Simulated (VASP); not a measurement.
# Ba (P4/mmm) in VASP: phonons with PBEsol+D3(BJ)

Aim: the phonons of Ba with PBEsol+D3(BJ).

Program: VASP 6.6.1. These are calculated values, not measurements. Logs are shortened: lines on timing, memory, paths and dates and some standing lists are left out, and cuts for length are marked.

### Step 1. The cell of the first run

It takes space group P4/mmm (No. 123, tetragonal). Conventional cell: a = 4.000 Å, b = 4.000 Å, c = 3.606 Å, α = 90.00°, β = 90.00°, γ = 90.00°. Ba (site symmetry 4/mmm) has 6 Ba at 3.61 to 4.00 Å within 4.7 Å.

### Step 2. Phonons, PBEsol+D3(BJ)

Input file INCAR:

```
SYSTEM = Ba
PREC     = Accurate       ! precision mode
ENCUT    = 520            ! plane-wave cutoff, eV
EDIFF    = 1E-8           ! SCF threshold, eV
ISMEAR   = -1             ! smearing method
SIGMA    = 0.1            ! smearing width, eV
LREAL    = .FALSE.        ! projectors in reciprocal space
LASPH    = .TRUE.         ! aspherical terms in the spheres
NELM     = 80             ! most SCF steps
ALGO     = Normal         ! electronic algorithm
ISIF     = 2              ! what is computed and relaxed
LWAVE    = .FALSE.        ! write WAVECAR
LCHARG   = .TRUE.         ! write CHGCAR
GGA      = PS             ! functional
IVDW     = 12             ! dispersion correction
IBRION   = 6              ! ionic algorithm
NFREE    = 2            
POTIM    = 0.015          ! step
NSW      = 1              ! ionic steps
```

Input file KPOINTS:

```
Automatic mesh
0
G
  8 8 8
  0 0 0
```

Input file POSCAR:

```
Ba
1.0
    3.9996500000      0.0000000000      0.0000000000
    0.0000000000      3.9996500000      0.0000000000
    0.0000000000      0.0000000000      3.6055390000
Ba
1
Direct
    0.5000000000      0.5000000000      0.5000000000
```

Potentials or basis: VASP PAW PBE potentials, release 64 (Ba_sv).

On the command line:

```sh
> cat potpaw_PBE.64/Ba_sv/POTCAR > POTCAR
> mpirun -np 1 vasp_std > vasp.out
```

OUTCAR:

```text
SYSTEM = Ba
   PREC = Accurate
   ENCUT = 520
   EDIFF = 1E-8
   ISMEAR = -1
   LREAL = .FALSE.
   LASPH = .TRUE.
   NELM = 80
   ISIF = 2
   GGA = PS
   IVDW = 12
   IBRION = 6
   NFREE = 2
   POTIM = 0.015
   NSW = 1
 IVDW          = 12

 ion  position               nearest neighbor table
   1  0.500  0.500  0.500-

  LATTYP: Found a simple tetragonal cell.
 ALAT       =     3.9996500000
 C/A-ratio  =     0.9014636281

  Lattice vectors:

 A1 = (   3.9996500000,   0.0000000000,   0.0000000000)
 A2 = (   0.0000000000,   3.9996500000,   0.0000000000)
 A3 = (   0.0000000000,   0.0000000000,   3.6055390000)

Analysis of symmetry for initial positions (statically):
=====================================================================
 Subroutine PRICEL returns:
 Original cell was already a primitive cell.

 Routine SETGRP: Setting up the symmetry group for a
 simple tetragonal supercell.

 Subroutine GETGRP returns: Found 16 space group operations
 (whereof 16 operations were pure point group operations)
 out of a pool of 16 trial point group operations.

The static configuration has the point symmetry D_4h.

Analysis of symmetry for dynamics (positions and initial velocities):
=====================================================================
 Subroutine PRICEL returns:
 Original cell was already a primitive cell.

 Routine SETGRP: Setting up the symmetry group for a
 simple tetragonal supercell.

 Subroutine GETGRP returns: Found 16 space group operations
 (whereof 16 operations were pure point group operations)
 out of a pool of 16 trial point group operations.

The dynamic configuration has the point symmetry D_4h.

 Subroutine INISYM returns: Found 16 space group operations
 (whereof 16 operations are pure point group operations),
 and found     1 'primitive' translations

----------------------------------------------------------------------------------------

                                     Primitive cell

  volume of cell :      57.6785

  direct lattice vectors                    reciprocal lattice vectors
     3.999650000  0.000000000  0.000000000     0.250021877  0.000000000  0.000000000
     0.000000000  3.999650000  0.000000000     0.000000000  0.250021877  0.000000000
     0.000000000  0.000000000  3.605539000     0.000000000  0.000000000  0.277351042

  length of vectors
     3.999650000  3.999650000  3.605539000     0.250021877  0.250021877  0.277351042

  position of ions in fractional coordinates (direct lattice)
     0.500000000  0.500000000  0.500000000

  ion indices of the primitive-cell ions
   primitive index   ion index
                 1           1

----------------------------------------------------------------------------------------

 KPOINTS: Automatic mesh

Automatic generation of k-mesh.
 Grid dimensions read from file:
 generate k-points for:    8    8    8

 Generating k-lattice:

  Cartesian coordinates                     Fractional coordinates (reciprocal lattice)
     0.031252735  0.000000000  0.000000000     0.125000000  0.000000000  0.000000000
     0.000000000  0.031252735  0.000000000     0.000000000  0.125000000  0.000000000
     0.000000000  0.000000000  0.034668880     0.000000000  0.000000000  0.125000000

  Length of vectors
     0.031252735  0.031252735  0.034668880

  Shift w.r.t. Gamma in fractional coordinates (k-lattice)
     0.000000000  0.000000000  0.000000000

 Subroutine IBZKPT returns following result:
 ===========================================

 Found     75 irreducible k-points:

 Following reciprocal coordinates:
            Coordinates               Weight
  0.000000  0.000000  0.000000      1.000000
  0.125000  0.000000  0.000000      4.000000
  0.250000  0.000000  0.000000      4.000000
  0.375000  0.000000  0.000000      4.000000
  0.500000  0.000000  0.000000      2.000000
  0.125000  0.125000  0.000000      4.000000
[... 16 lines left out ...]
  0.375000  0.125000  0.125000     16.000000
  0.500000  0.125000  0.125000      8.000000
 [... further k-points ...]
   k-points           NKPTS =     75   k-points in BZ     NKDIM =     75   number of bands    NBANDS=      9
   number of dos      NEDOS =    301   number of ions     NIONS =      1
   total plane-waves  NPLWV =  25200
   dimension x,y,z NGX =    30 NGY =   30 NGZ =   28
   dimension x,y,z NGXF=    60 NGYF=   60 NGZF=   56
   ions per type =               1
   NGX,Y,Z   is equivalent  to a cutoff of  12.47, 12.47, 12.91 a.u.
   NGXF,Y,Z  is equivalent  to a cutoff of  24.94, 24.94, 25.82 a.u.
 SYSTEM =  Ba
   PREC   = accura    normal or accurate (medium, high low for compatibility)
   ISTART =      0    job   : 0-new  1-cont  2-samecut
   ICHARG =      2    charge: 1-file 2-atom 10-const
   ISPIN  =      1    spin polarized calculation?
   LNONCOLLINEAR =      F non collinear calculations
   LSORBIT =      F    spin-orbit coupling
   LASPH  =      T    aspherical Exc in radial PAW
   ENCUT  =  520.0 eV  38.22 Ry    6.18 a.u.   7.44  7.44  6.70*2*pi/ulx,y,z
   NELM   =     80;   NELMIN=  2; NELMDL= -5     # of ELM steps
   EDIFF  = 0.1E-07   stopping-criterion for ELM
   LREAL  =      F    real-space projection
   EDIFFG = 0.1E-06   stopping-criterion for IOM
   NSW    =     49    number of steps for IOM
   IBRION =      6    ionic relax: 0-MD 1-quasi-New 2-CG
   NFREE  =      2    steps in history (QN), initial steepest desc. (CG)
   ISIF   =      2    stress and relaxation
   ISYM   =      2    0-nonsym 1-usesym 2-fastsym
   POTIM  = 0.0150    time-step for ionic-motion
   TEBEG  =    0.0;   TEEND  =   0.0 temperature during run
   PSTRESS=    0.0 pullay stress
   NELECT =      10.0000    total number of electrons
   NUPDOWN=      -1.0000    fix difference up-down
   EMIN   =  10.00;   EMAX   =-10.00  energy-range for DOS
   EFERMI =   0.00;   METHOD = LEGACY
   ISMEAR =    -1;   SIGMA  =   0.10  broadening in eV -4-tet -1-fermi 0-gaus
   EFERMI_NEDOS =   21; number of points for ismear=-14 and -15
   IALGO  =     38    algorithm
   IMIX   =      4    mixing-type and parameters
     AMIX     =   0.40;   BMIX     =  1.00
     AMIX_MAG =   1.60;   BMIX_MAG =  1.00
  volume/ion in A,a.u.               =      57.68       389.23
  Fermi-wavevector in a.u.,A,eV,Ry     =   0.912858  1.725052 11.337878  0.833311
  Thomas-Fermi vector in A             =   2.037303
   LORBIT       =      0    0 simple, 1 ext, 2 COOP (PROOUT), +10 PAW based schemes
   GGA     = PS    functional components
   LHFCALC =     F    Hartree Fock is set to
   AEXX    =    0.0000 exact exchange contribution
   IVDW    =    12    specifies the selected vdW correction
   LEPSILON=     F    determine dielectric tensor
   LRPA    =     F    only Hartree local field effects (RPA)
 finite differences with symmetry
 non-spin polarized calculation
  energy-cutoff  :      520.00
  volume of cell :       57.68
 maximum number of plane-waves:      1574
 NGX is ok and might be reduce to    30
   NGX = 15   NGY = 15   NGZ = 13

--------------------------------------- Ionic step        1  -------------------------------------------

 number of electron      10.0000000 magnetization

 number of electron       9.9999999 magnetization

 Free energy of the ion-electron system (eV)
  ---------------------------------------------------
  ext. energy  EPLUGINS =         0.00000000
  ---------------------------------------------------
  free energy    TOTEN  =        -1.81888415 eV

  energy without entropy =       -1.77784236  energy(sigma->0) =       -1.79836326

------------------------ aborting loop because EDIFF is reached ----------------------------------------

 Edisp (eV)   -0.27578

 E8    (eV) :    -0.2175

  FORCE on cell =-STRESS in cart. coord.  units (eV):
  Direction    XX          YY          ZZ          XY          YZ          ZX
  --------------------------------------------------------------------------------------
  -------------------------------------------------------------------------------------
  Total      -0.71682    -0.71682     0.56243     0.00000     0.00000     0.00000
  in kB     -19.91155   -19.91155    15.62293     0.00000     0.00000     0.00000
  external pressure =       -8.07 kB  Pullay stress =        0.00 kB
[... 137 lines left out ...]
  energy  without entropy=       -2.0536257324  energy(sigma->0) =       -2.07414675

--------------------------------------- Ionic step        5  -------------------------------------------

 number of electron       9.9999999 magnetization

 Free energy of the ion-electron system (eV)
  ---------------------------------------------------
  ext. energy  EPLUGINS =         0.00000000
  ---------------------------------------------------
  free energy    TOTEN  =        -1.81888443 eV

  energy without entropy =       -1.77784260  energy(sigma->0) =       -1.79836352

 E-fermi :   1.7169     XC(G=0):  -7.7709

 val. band max:        1.7121062038   @ k =   0.0000   0.0000   0.0000
 cond. band min:       1.7299246538   @ k =   0.1250   0.0000   0.0000
 fundamental gap:      0.0178184499
 Fermi energy:         1.7169017172

 k-point     1 :       0.0000    0.0000    0.0000
  band No.  band energies     occupation
      1     -27.3067      2.00000
      2     -12.1447      2.00000
      3     -12.1447      2.00000
      4     -11.7790      2.00000
      5      -0.8371      2.00000
      6       1.6644      1.25679
      7       1.7121      1.02397
      8       6.4832      0.00000
      9       7.3232      0.00000
[... 265 lines left out ...]
 k-point    24 :       0.5000    0.1250    0.1250
  band No.  band energies     occupation
      1     -27.2244      2.00000
      2     -12.7641      2.00000
      3     -12.1588      2.00000
      4     -11.9503      2.00000
      5       1.6055      1.50575
      6       2.0729      0.05529
      7       2.7074      0.00010
      8       3.9680      0.00000
      9       5.7503      0.00000

 [... further k-points ...]

------------------------ aborting loop because EDIFF is reached ----------------------------------------

 Edisp (eV)   -0.27578

 E8    (eV) :    -0.2175

  FORCE on cell =-STRESS in cart. coord.  units (eV):
  Direction    XX          YY          ZZ          XY          YZ          ZX
  --------------------------------------------------------------------------------------
  -------------------------------------------------------------------------------------
  Total      -0.71687    -0.71687     0.56230     0.00000    -0.00000     0.00000
  in kB     -19.91308   -19.91308    15.61939     0.00000    -0.00000     0.00000
  external pressure =       -8.07 kB  Pullay stress =        0.00 kB
[... 16 lines left out ...]
  FREE ENERGIE OF THE ION-ELECTRON SYSTEM (eV)
  ---------------------------------------------------
  free  energy   TOTEN  =        -2.0946677528 eV

  energy  without entropy=       -2.0536259201  energy(sigma->0) =       -2.07414684

 INTERNAL STRAIN TENSORS FROM DISPLACED ATOMS
 ============================================

 INTERNAL STRAIN TENSOR FOR ION    1 for displacements in x,y,z  (eV/Angst):
          X           Y           Z          XY          YZ          ZX
  --------------------------------------------------------------------------------
  x     0.00000     0.00000     0.00000     0.00000     0.00000     0.00000
  y     0.00000     0.00000     0.00000     0.00000     0.00000     0.00000
  z     0.00000     0.00000     0.00000     0.00000     0.00000     0.00000

 Eigenvectors and eigenvalues of the dynamical matrix
 ----------------------------------------------------

   1 f  =    0.000000 THz     0.000000 2PiTHz    0.000000 cm-1     0.000000 meV
             X         Y         Z           dx          dy          dz
      1.999825  1.999825  1.802769     1.000000    0.000000    0.000000

   2 f  =    0.000000 THz     0.000000 2PiTHz    0.000000 cm-1     0.000000 meV
             X         Y         Z           dx          dy          dz
      1.999825  1.999825  1.802769     0.000000    1.000000    0.000000

   3 f/i=    0.000000 THz     0.000000 2PiTHz    0.000000 cm-1     0.000000 meV
             X         Y         Z           dx          dy          dz
      1.999825  1.999825  1.802769     0.000000    0.000000    1.000000

 ELASTIC MODULI CONTR FROM IONIC RELAXATION (kBar)
 Direction    XX          YY          ZZ          XY          YZ          ZX
 --------------------------------------------------------------------------------
 XX           0.0000      0.0000      0.0000      0.0000      0.0000      0.0000
 YY           0.0000      0.0000      0.0000      0.0000      0.0000      0.0000
 ZZ           0.0000      0.0000      0.0000      0.0000      0.0000      0.0000
 XY           0.0000      0.0000      0.0000      0.0000      0.0000      0.0000
 YZ           0.0000      0.0000      0.0000      0.0000      0.0000      0.0000
 ZX           0.0000      0.0000      0.0000      0.0000      0.0000      0.0000
 --------------------------------------------------------------------------------
```

Run time: 51 s. Hardware: 1 thread of Intel Xeon Platinum 8559C (Emerald Rapids), shared host; peak memory 0.22 GiB.

What came out:

* Dispersion energy per atom: -0.276 eV

Caveat: the PAW data sets were made with another functional, which shifts forces and pressure a little; spin-orbit coupling is left out, which moves the levels of the heavy elements.
